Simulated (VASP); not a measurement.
# Ru (R-3m) in VASP: a series of runs, part 2 of 2

VASP 6.6.1. Earlier steps stand in the parts before.

**3. Single point, PBE**

Contents of INCAR:

```
ALGO = Normal
EDIFF = 1E-7
ENCUT = 520
GGA = PE
ISIF = 2
ISMEAR = 0
LASPH = True
LCHARG = False
LREAL = False
LWAVE = False
NBANDS = 13
NELM = 100
PREC = Accurate
SIGMA = 0.15
```

Contents of KPOINTS:

```
k-points
0
Gamma
  20 20 20
```

Contents of POSCAR:

```
Ru
1.0
   -0.1000169121      1.8312620328      1.8312620328
    1.8312620328     -0.1000169121      1.8312620328
    1.8312620328      1.8312620328     -0.1000169121
Ru
1
Direct
    0.0000000000      0.0000000000      0.0000000000
```

Potentials or basis: VASP PAW PBE potentials, release 64 (Ru_pv).

The run is started by

```console
> cat potpaw_PBE.64/Ru_pv/POTCAR > POTCAR
> mpirun -np 1 vasp_std > vasp.out
```

Run time: 79 s. Hardware: 1 thread of Intel Xeon Platinum 8488C (Sapphire Rapids), shared host; peak memory 0.23 GiB.

Results (log left out):

```yaml
Free_energy: -9.0029 eV
Pressure: 16.4 GPa
Band_gap_on_the_k_mesh: zero (band 7 reaches 15.42 eV, above the bottom of band 8 at 11.66 eV)
```

Stress tensor (GPa, compression positive):
```
16.37 14.71 14.71
14.71 16.37 14.71
14.71 14.71 16.37
```

Levels at points of the mesh, in eV from the Fermi level:
| k point | band 3 | band 4 | band 5 | band 6 | band 7 | band 8 | band 9 | band 10 | band 11 | band 12 |
| --- | --- | --- | --- | --- | --- | --- | --- | --- | --- | --- |
| (0.00, 0.00, 0.00) | -42.35 | -8.04 | -3.19 | -3.19 | -1.84 | -0.04 | -0.04 | 10.52 | 14.99 | 20.15 |
| (0.50, 0.00, 0.00) | -42.52 | -6.24 | -3.42 | -2.03 | 0.75 | 1.30 | 2.01 | 10.01 | 10.53 | 14.93 |
| (0.50, 0.50, 0.00) | -42.74 | -6.61 | -6.13 | 1.57 | 2.24 | 2.56 | 3.77 | 10.52 | 12.66 | 14.11 |
| (0.50, 0.50, 0.50) | -42.71 | -6.31 | -3.06 | -3.06 | 2.00 | 2.09 | 2.09 | 10.52 | 11.63 | 14.00 |

**4. Single point, PBE**

This run uses another cell than the first one, of the same volume but with other edges.

Contents of INCAR:

```
  PREC = Accurate
  ENCUT = 520
  EDIFF = 1E-6
  ISMEAR = 0
  SIGMA = 0.15
  LREAL = False
  LASPH = True
  NELM = 80
  ALGO = Normal
  ISIF = 2
  LWAVE = False
  LCHARG = False
  GGA = PE
  NBANDS = 13
```

Contents of KPOINTS:

```
regular mesh
0
Gamma
  20 20 20
```

Contents of POSCAR:

```
Ru
1.0
    0.0333389707      1.8979399742      1.8979399742
    1.8979399742      0.0333389707      1.8979399742
    1.8979399742      1.8979399742      0.0333389707
Ru
1
Direct
    0.0000000000      0.0000000000      0.0000000000
```

Potentials or basis: VASP PAW PBE potentials, release 64 (Ru_pv).

The run is started by

```console
> cat potpaw_PBE.64/Ru_pv/POTCAR > POTCAR
> mpirun -np 1 vasp_std > vasp.out
```

OUTCAR:

```text
PREC = Accurate
   ENCUT = 520
   EDIFF = 1E-6
   ISMEAR = 0
   LREAL = False
   LASPH = True
   NELM = 80
   ISIF = 2
   GGA = PE

 ion  position               nearest neighbor table
   1  0.000  0.000  0.000-

  LATTYP: Found a trigonal (rhomboedric) cell.
 ALAT       =     2.6842994949
 COS(alpha) =     0.5174860343

  Lattice vectors:

 A1 = (   0.0333389707,   1.8979399742,   1.8979399742)
 A2 = (   1.8979399742,   0.0333389707,   1.8979399742)
 A3 = (   1.8979399742,   1.8979399742,   0.0333389707)

Analysis of symmetry for initial positions (statically):
=====================================================================
 Subroutine PRICEL returns:
 Original cell was already a primitive cell.

 Routine SETGRP: Setting up the symmetry group for a
 trigonal (rhombohedral) supercell.

 Subroutine GETGRP returns: Found 12 space group operations
 (whereof 12 operations were pure point group operations)
 out of a pool of 12 trial point group operations.

The static configuration has the point symmetry D_3d.

Analysis of symmetry for dynamics (positions and initial velocities):
[... 167 lines left out ...]
      2     -29.2957      2.00000
      3     -29.2957      2.00000
      4       5.0965      2.00000
      5      10.1962      2.00000
      6      10.5792      2.00000
      7      10.5792      2.00000
      8      12.9982      1.76750
      9      12.9982      1.76750
     10      23.6359      0.00000
     11      28.1489      0.00000
     12      33.4880      0.00000
     13      34.2924      0.00000
[... 354 lines left out ...]
  band No.  band energies     occupation
      1     -30.2819      2.00000
      2     -29.4785      2.00000
      3     -29.4470      2.00000
      4       7.1639      2.00000
      5      10.3459      2.00000
      6      10.7180      2.00000
      7      11.9783      2.00000
      8      13.8648      0.00000
      9      14.8697      0.00000
     10      23.6349      0.00000
     11      25.8007      0.00000
     12      29.1037      0.00000
     13      35.3596      0.00000

 [... further k-points ...]

------------------------ aborting loop because EDIFF is reached ----------------------------------------

  FORCE on cell =-STRESS in cart. coord.  units (eV):
  Direction    XX          YY          ZZ          XY          YZ          ZX
  --------------------------------------------------------------------------------------
  -------------------------------------------------------------------------------------
  Total        1.0988603      1.0988603      1.0988603     -0.4028991     -0.4028991     -0.4028991
  in kB      132.2424964    132.2424964    132.2424964    -48.4869433    -48.4869433    -48.4869433
  external PRESSURE =     132.2424964 kB  Pullay stress =       0.0000000 kB

 VOLUME and BASIS-vectors are now :
 -----------------------------------------------------------------------------
  energy-cutoff  :      520.00
  volume of cell :       13.31
      direct lattice vectors                 reciprocal lattice vectors
     0.033338971  1.897939974  1.897939974    -0.270488556  0.265819210  0.265819210
     1.897939974  0.033338971  1.897939974     0.265819210 -0.270488556  0.265819210
     1.897939974  1.897939974  0.033338971     0.265819210  0.265819210 -0.270488556

 POSITION                                       TOTAL-FORCE (eV/Angst)
 -----------------------------------------------------------------------------------
      0.00000      0.00000      0.00000        -0.000000      0.000000     -0.000000
 -----------------------------------------------------------------------------------
    total drift:                                0.000000      0.000000      0.000000

  FREE ENERGIE OF THE ION-ELECTRON SYSTEM (eV)
  ---------------------------------------------------
  free  energy   TOTEN  =        -9.0939408356 eV

  energy  without entropy=       -9.0800321614  energy(sigma->0) =       -9.08698650
```

Run time: 63 s. Hardware: 1 thread of Intel Xeon Platinum 8488C (Sapphire Rapids), shared host; peak memory 0.23 GiB.

What came out:

```yaml
Free_energy: -9.0939 eV
Pressure: 13.2 GPa
Band_gap_on_the_k_mesh: zero (band 7 reaches 15.45 eV, above the bottom of band 8 at 11.82 eV)
```

**5. Single point, PBE**

This run uses another cell than the first one, of the same volume but with other edges.

Contents of INCAR:

```
  PREC = Accurate
  ENCUT = 520
  EDIFF = 1E-6
  ISMEAR = 0
  SIGMA = 0.15
  LREAL = F
  LASPH = T
  NELM = 80
  ALGO = Fast
  ISIF = 2
  LWAVE = F
  LCHARG = F
  GGA = PE
  NBANDS = 13
```

KPOINTS is that of step 4.

Contents of POSCAR:

```
Ru
1.0
    0.1000169121      1.9312789448      1.9312789448
    1.9312789448      0.1000169121      1.9312789448
    1.9312789448      1.9312789448      0.1000169121
Ru
1
Direct
    0.0000000000      0.0000000000      0.0000000000
```

The run is started by

```console
> cat potpaw_PBE.64/Ru_pv/POTCAR > POTCAR
> mpirun -np 1 vasp_std > vasp.out
```

Wall time 66 s (1 thread of Intel Xeon Platinum 8488C (Sapphire Rapids), shared host); peak memory 0.23 GiB.

It converged, with:

| Property | Result |
| --- | --- |
| Free energy | -9.0087 eV |
| Pressure | 16.3 GPa |
| Band gap on the k mesh | zero (band 7 reaches 15.44 eV, above the bottom of band 8 at 11.80 eV) |

Stress tensor (GPa, compression positive):
```
 16.32 -14.28 -14.28
-14.28  16.32 -14.28
-14.28 -14.28  16.32
```

Levels at points of the mesh, in eV from the Fermi level:
```csv
k point,band 4,band 5,band 6,band 7,band 8,band 9,band 10,band 11
"(0.00, 0.00, 0.00)",-8.04,-3.45,-2.40,-2.40,-0.03,-0.03,10.52,14.94
"(0.50, 0.00, 0.00)",-6.27,-3.50,-2.22,1.35,1.37,2.28,10.51,10.84
"(0.50, 0.50, 0.00)",-6.62,-6.14,1.58,2.27,2.53,3.77,10.52,12.73
"(0.50, 0.50, 0.50)",-6.26,-2.66,-2.66,0.20,1.62,1.62,9.15,10.52
```

**6. Overview**

```tsv
cell	gap on the mesh (eV)	pressure (GPa)
a = 2.614 Å, angles 62.4°, 1 atom	none	14.4
a = 2.592 Å, angles 63.6°, 1 atom	none	16.4
a = 2.684 Å, angles 58.8°, 1 atom	none	13.2
a = 2.733 Å, angles 56.6°, 1 atom	none	16.3
```

Alike in all rows: task single point; level PBE; potentials or basis VASP PAW PBE potentials, release 64 (Ru_pv); no spin polarisation; k mesh 20 × 20 × 20; cutoff (eV) 520; smearing gaussian 0.15 eV.

Total energies depend on the potentials used, so only differences within one code and one set of settings carry meaning.
